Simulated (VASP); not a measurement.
Set up this calculation in VASP 6.6.1, as the native input.

- Task: single point
- Functional: LDA
- Potentials or basis: VASP PAW LDA potentials, release 64 (Na_pv, H)
- Cutoff: 500 eV
- k mesh: 8 × 8 × 8
- Occupations: gaussian, width 0.01 eV
- Spin: no spin polarisation
- Dipole correction: no
- Further INCAR settings: ALGO = Normal; EDIFF = 1e-06; NBANDS = 11

The structure of NaH lies in POSCAR:

```
NaH
1.0
    0.0000000000      2.3455367674      2.3455367674
    2.3455367674      0.0000000000      2.3455367674
    2.3455367674      2.3455367674      0.0000000000
Na H
1 1
Direct
    0.0000000000      0.0000000000      0.0000000000
    0.5000000000      0.5000000000      0.5000000000
```

One way to write it, as run:

INCAR

```
SYSTEM = NaH
PREC = Accurate
ENCUT = 500
EDIFF = 1E-6
ISMEAR = 0
SIGMA = 0.01
LREAL = .FALSE.
LASPH = .TRUE.
NELM = 120
ALGO = Normal
ISIF = 2
LWAVE = .FALSE.
LCHARG = .FALSE.
GGA = CA
NBANDS = 11
GGA_COMPAT = .FALSE.
```

KPOINTS

```
Automatic mesh
0
G
  8 8 8
  0 0 0
```

Potentials or basis: VASP PAW LDA potentials, release 64 (Na_pv, H).

Launch:

```console
$ cat potpaw_LDA.64/Na_pv/POTCAR potpaw_LDA.64/H/POTCAR > POTCAR
$ mpirun -np 1 vasp_std > vasp.out
```

Results of the run:

```yaml
Pressure: -0.1 GPa
Band_gap_on_the_k_mesh: 3.54 eV (least direct gap 4.50 eV)
```

It took 7.9 s on 1 thread of Intel Xeon 8259CL, with other jobs on the host, peak memory 0.12 GiB.
